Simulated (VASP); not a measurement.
# PtSe2 (R3m) in VASP: a series of runs, part 2 of 2

VASP 6.6.1. Earlier steps stand in the parts before.

## 5. Single point, r2SCAN

Contents of POSCAR:

```
PtSe2
1.0
    1.8204971913      1.0510645434      5.4845021447
   -1.8204971913      1.0510645434      5.4845021447
    0.0000000000     -2.1021290869      5.4845021447
Pt Se
1 2
Direct
   -0.0007636735     -0.0007636735     -0.0007636735
    0.4219829424      0.4219829424      0.4219829424
    0.2454473977      0.2454473977      0.2454473977
```

Contents of INCAR.step1:

```
SYSTEM = PtSe2
PREC = Accurate
ENCUT = 550
ISMEAR = -1
SIGMA = 0.02
LREAL = .False.
LASPH = .True.
NELM = 120
NBANDS = 18
GGA = PE
ALGO = Normal
EDIFF = 1E-5
LWAVE = .True.
LCHARG = .False.
GGA_COMPAT = .False.
```

Contents of INCAR.step2:

```
SYSTEM = PtSe2
PREC = Accurate
ENCUT = 550
EDIFF = 1E-6
ISMEAR = -1
SIGMA = 0.02
LREAL = .False.
LASPH = .True.
NELM = 120
ALGO = Normal
ISIF = 2
LWAVE = .False.
LCHARG = .False.
METAGGA = R2SCAN
LMIXTAU = .True.
NBANDS = 18
ISTART = 1
GGA_COMPAT = .False.
```

Contents of KPOINTS:

```
regular mesh
0
Gamma
  6 6 6
  0 0 0
```

Potentials or basis: VASP PAW PBE potentials, release 64 (Pt, Se).

Command:

```console
> cat potpaw_PBE.64/Pt/POTCAR potpaw_PBE.64/Se/POTCAR > POTCAR
> cp INCAR.step1 INCAR
> mpirun -np 1 vasp_std > vasp.out
> cp INCAR.step2 INCAR
> mpirun -np 1 vasp_std > vasp.out
```

OUTCAR:

```text
SYSTEM = PtSe2
   PREC = Accurate
   ENCUT = 550
   EDIFF = 1E-6
   ISMEAR = -1
   LREAL = .False.
   LASPH = .True.
   NELM = 120
   ISIF = 2
   METAGGA = R2SCAN
   ISTART = 1

 ion  position               nearest neighbor table
   1  0.999  0.999  0.999-   3 2.54   3 2.54   3 2.54   2 2.57   2 2.57   2 2.57
   2  0.422  0.422  0.422-   1 2.57   1 2.57   1 2.57
   3  0.245  0.245  0.245-   1 2.54   1 2.54   1 2.54

  LATTYP: Found a trigonal (rhomboedric) cell.
 ALAT       =     5.8735602894
 COS(alpha) =     0.8078647011

  Lattice vectors:

 A1 = (   1.8204971913,   1.0510645434,   5.4845021447)
 A2 = (  -1.8204971913,   1.0510645434,   5.4845021447)
 A3 = (   0.0000000000,  -2.1021290869,   5.4845021447)

Analysis of symmetry for initial positions (statically):
=====================================================================
 Subroutine PRICEL returns:
 Original cell was already a primitive cell.

 Routine SETGRP: Setting up the symmetry group for a
 trigonal (rhombohedral) supercell.

 Subroutine GETGRP returns: Found  6 space group operations
 (whereof  6 operations were pure point group operations)
 out of a pool of 12 trial point group operations.

The static configuration has the point symmetry C_3v.

Analysis of symmetry for dynamics (positions and initial velocities):
=====================================================================
 Subroutine PRICEL returns:
 Original cell was already a primitive cell.

 Routine SETGRP: Setting up the symmetry group for a
 trigonal (rhombohedral) supercell.

 Subroutine GETGRP returns: Found  6 space group operations
 (whereof  6 operations were pure point group operations)
 out of a pool of 12 trial point group operations.

The dynamic configuration has the point symmetry C_3v.

 Subroutine INISYM returns: Found  6 space group operations
 (whereof  6 operations are pure point group operations),
 and found     1 'primitive' translations

----------------------------------------------------------------------------------------

                                     Primitive cell

  volume of cell :      62.9663

  direct lattice vectors                    reciprocal lattice vectors
     1.820497191  1.051064543  5.484502145     0.274650245  0.158569393  0.060777318
    -1.820497191  1.051064543  5.484502145    -0.274650245  0.158569393  0.060777318
     0.000000000 -2.102129087  5.484502145     0.000000000 -0.317138786  0.060777318

  length of vectors
     5.873560289  5.873560289  5.873560289     0.322910037  0.322910037  0.322910037

  position of ions in fractional coordinates (direct lattice)
     0.999236326  0.999236326  0.999236326
     0.421982942  0.421982942  0.421982942
     0.245447398  0.245447398  0.245447398

  ion indices of the primitive-cell ions
   primitive index   ion index
                 1           1
                 2           2
                 3           3

----------------------------------------------------------------------------------------

 KPOINTS: regular mesh

Automatic generation of k-mesh.
 Grid dimensions read from file:
 generate k-points for:    6    6    6

 Generating k-lattice:

  Cartesian coordinates                     Fractional coordinates (reciprocal lattice)
     0.045775041  0.026428232  0.010129553     0.166666667  0.000000000  0.000000000
    -0.045775041  0.026428232  0.010129553     0.000000000  0.166666667  0.000000000
     0.000000000 -0.052856464  0.010129553     0.000000000  0.000000000  0.166666667

  Length of vectors
     0.053818340  0.053818340  0.053818340

  Shift w.r.t. Gamma in fractional coordinates (k-lattice)
     0.000000000  0.000000000  0.000000000

 Subroutine IBZKPT returns following result:
 ===========================================

 Found     32 irreducible k-points:

 Following reciprocal coordinates:
            Coordinates               Weight
  0.000000  0.000000  0.000000      1.000000
  0.166667 -0.000000  0.000000      6.000000
  0.333333 -0.000000  0.000000      6.000000
  0.500000 -0.000000 -0.000000      3.000000
  0.166667  0.166667  0.000000      6.000000
  0.333333  0.166667 -0.000000     12.000000
[... 16 lines left out ...]
  0.500000  0.500000  0.166667      6.000000
 -0.333333  0.500000  0.166667     12.000000
 [... further k-points ...]
   k-points           NKPTS =     32   k-points in BZ     NKDIM =     32   number of bands    NBANDS=     18
   number of dos      NEDOS =    301   number of ions     NIONS =      3
   total plane-waves  NPLWV = 110592
   dimension x,y,z NGX =    48 NGY =   48 NGZ =   48
   dimension x,y,z NGXF=    96 NGYF=   96 NGZF=   96
   ions per type =               1   2
   NGX,Y,Z   is equivalent  to a cutoff of  13.59, 13.59, 13.59 a.u.
   NGXF,Y,Z  is equivalent  to a cutoff of  27.17, 27.17, 27.17 a.u.
 SYSTEM =  PtSe2
   PREC   = accura    normal or accurate (medium, high low for compatibility)
   ISTART =      1    job   : 0-new  1-cont  2-samecut
   ICHARG =      0    charge: 1-file 2-atom 10-const
   ISPIN  =      1    spin polarized calculation?
   LNONCOLLINEAR =      F non collinear calculations
   LSORBIT =      F    spin-orbit coupling
   LASPH  =      T    aspherical Exc in radial PAW
   ENCUT  =  550.0 eV  40.42 Ry    6.36 a.u.  11.23 11.23 11.23*2*pi/ulx,y,z
   NELM   =    120;   NELMIN=  2; NELMDL=  0     # of ELM steps
   EDIFF  = 0.1E-05   stopping-criterion for ELM
   LREAL  =      F    real-space projection
   EDIFFG = 0.1E-04   stopping-criterion for IOM
   NSW    =      0    number of steps for IOM
   IBRION =     -1    ionic relax: 0-MD 1-quasi-New 2-CG
   NFREE  =      0    steps in history (QN), initial steepest desc. (CG)
   ISIF   =      2    stress and relaxation
   ISYM   =      2    0-nonsym 1-usesym 2-fastsym
   POTIM  = 0.5000    time-step for ionic-motion
   TEBEG  =    0.0;   TEEND  =   0.0 temperature during run
   PSTRESS=    0.0 pullay stress
   NELECT =      22.0000    total number of electrons
   NUPDOWN=      -1.0000    fix difference up-down
   EMIN   =  10.00;   EMAX   =-10.00  energy-range for DOS
   EFERMI =   0.00;   METHOD = LEGACY
   ISMEAR =    -1;   SIGMA  =   0.02  broadening in eV -4-tet -1-fermi 0-gaus
   EFERMI_NEDOS =   21; number of points for ismear=-14 and -15
   IALGO  =     38    algorithm
   IMIX   =      4    mixing-type and parameters
     AMIX     =   0.40;   BMIX     =  1.00
     AMIX_MAG =   1.60;   BMIX_MAG =  1.00
  volume/ion in A,a.u.               =      20.99       141.64
  Fermi-wavevector in a.u.,A,eV,Ry     =   1.153045  2.178940 18.089135  1.329514
  Thomas-Fermi vector in A             =   2.289692
   LORBIT       =      0    0 simple, 1 ext, 2 COOP (PROOUT), +10 PAW based schemes
   METAGGA = R2SCAN    functional components
   LHFCALC =     F    Hartree Fock is set to
   AEXX    =    0.0000 exact exchange contribution
   IVDW    =     0    specifies the selected vdW correction
   LEPSILON=     F    determine dielectric tensor
   LRPA    =     F    only Hartree local field effects (RPA)
 non-spin polarized calculation
  energy-cutoff  :      550.00
  volume of cell :       62.97
 maximum number of plane-waves:      1856
 NGX is ok and might be reduce to    48
   NGX = 23   NGY = 23   NGZ = 23

 number of electron      22.0000000 magnetization

 Free energy of the ion-electron system (eV)
  ---------------------------------------------------
  ext. energy  EPLUGINS =         0.00000000
  ---------------------------------------------------
  free energy    TOTEN  =       -80.09848782 eV

  energy without entropy =      -80.09490892  energy(sigma->0) =      -80.09669837

 E-fermi :   5.9864     XC(G=0): -11.1340

 val. band max:        5.9677583675   @ k =  -0.3333   0.5000   0.1667
 cond. band min:       5.9878069999   @ k =   0.5000   0.5000   0.1667
 fundamental gap:      0.0200486324
 Fermi energy:         5.9863989572

 k-point     1 :       0.0000    0.0000    0.0000
  band No.  band energies     occupation
      1     -10.3338      2.00000
      2      -7.7122      2.00000
      3      -1.8128      2.00000
      4       0.5760      2.00000
      5       0.5760      2.00000
      6       1.2903      2.00000
[... 10 lines left out ...]
     17      14.2485      0.00000
     18      16.3037      0.00000
[... 466 lines left out ...]
      2      -7.9792      2.00000
      3      -0.9138      2.00000
      4      -0.2525      2.00000
      5       0.5846      2.00000
      6       0.9629      2.00000
[... 10 lines left out ...]
     17      14.5505      0.00000
     18      15.8210      0.00000

 [... further k-points ...]

------------------------ aborting loop because EDIFF is reached ----------------------------------------

  FORCE on cell =-STRESS in cart. coord.  units (eV):
  Direction    XX          YY          ZZ          XY          YZ          ZX
  --------------------------------------------------------------------------------------
  -------------------------------------------------------------------------------------
  Total        0.5596522      0.5596522      0.6653121      0.0000000     -0.0000000     -0.0000000
  in kB       14.2403586     14.2403586     16.9288771      0.0000000     -0.0000000     -0.0000000
  external PRESSURE =      15.1365315 kB  Pullay stress =       0.0000000 kB

 VOLUME and BASIS-vectors are now :
 -----------------------------------------------------------------------------
  energy-cutoff  :      550.00
  volume of cell :       62.97
      direct lattice vectors                 reciprocal lattice vectors
     1.820497191  1.051064543  5.484502145     0.274650245  0.158569393  0.060777318
    -1.820497191  1.051064543  5.484502145    -0.274650245  0.158569393  0.060777318
     0.000000000 -2.102129087  5.484502145     0.000000000 -0.317138786  0.060777318

 POSITION                                       TOTAL-FORCE (eV/Angst)
 -----------------------------------------------------------------------------------
      0.00000     -0.00000     16.44094         0.000000      0.000000     -0.016705
      0.00000     -0.00000      6.94310         0.000000     -0.000000      0.086799
      0.00000     -0.00000      4.03847         0.000000      0.000000     -0.070094
 -----------------------------------------------------------------------------------
    total drift:                                0.000000     -0.000000     -0.000428

  FREE ENERGIE OF THE ION-ELECTRON SYSTEM (eV)
  ---------------------------------------------------
  free  energy   TOTEN  =       -80.0984878208 eV

  energy  without entropy=      -80.0949089232  energy(sigma->0) =      -80.09669837
```

It took 4.5 min on 1 thread of Intel Xeon 6975P-C, shared host; peak memory 0.37 GiB.

Results:

```
Free energy            : -80.0985 eV
Pressure               : 1.5 GPa
Largest force          : 0.087 eV/Å
Band gap on the k mesh : zero (band 11 reaches 6.54 eV, above the bottom of band 12 at 5.76 eV)
```

Forces in eV/Å, atoms in the order of the input:
```
Pt   0.000  0.000 -0.017
Se   0.000  0.000  0.087
Se   0.000  0.000 -0.070
```

Caveat: the PAW data sets were made with another functional, which shifts forces and pressure a little; spin-orbit coupling is left out, which moves the levels of the heavy elements.

## 6. The runs side by side

| level | cutoff (eV) | gap on the mesh (eV) | pressure (GPa) | largest force (eV/Å) |
| --- | --- | --- | --- | --- |
| PBE | 520 | none | 3.6 | 0.32 |
| r2SCAN | 520 | none | 1.5 | 0.09 |
| r2SCAN | 550 | none | 1.5 | 0.09 |

Alike in all rows: task single point; potentials or basis VASP PAW PBE potentials, release 64 (Pt, Se); no spin polarisation; cell as given; k mesh 6 × 6 × 6; smearing fermi-dirac 0.02 eV.

Every run on the cell as given and a fine mesh finds a metal. The pressure there spans 1.5 GPa (r2SCAN) to 3.6 GPa (PBE); a positive pressure means that this level wants a larger cell, a negative one a smaller.

Caveats: spin-orbit coupling is left out, which moves the levels of the heavy elements; the PAW data sets were made with another functional, which shifts forces and pressure a little (some runs).

Absolute energies hang on the potentials; compare differences alone.
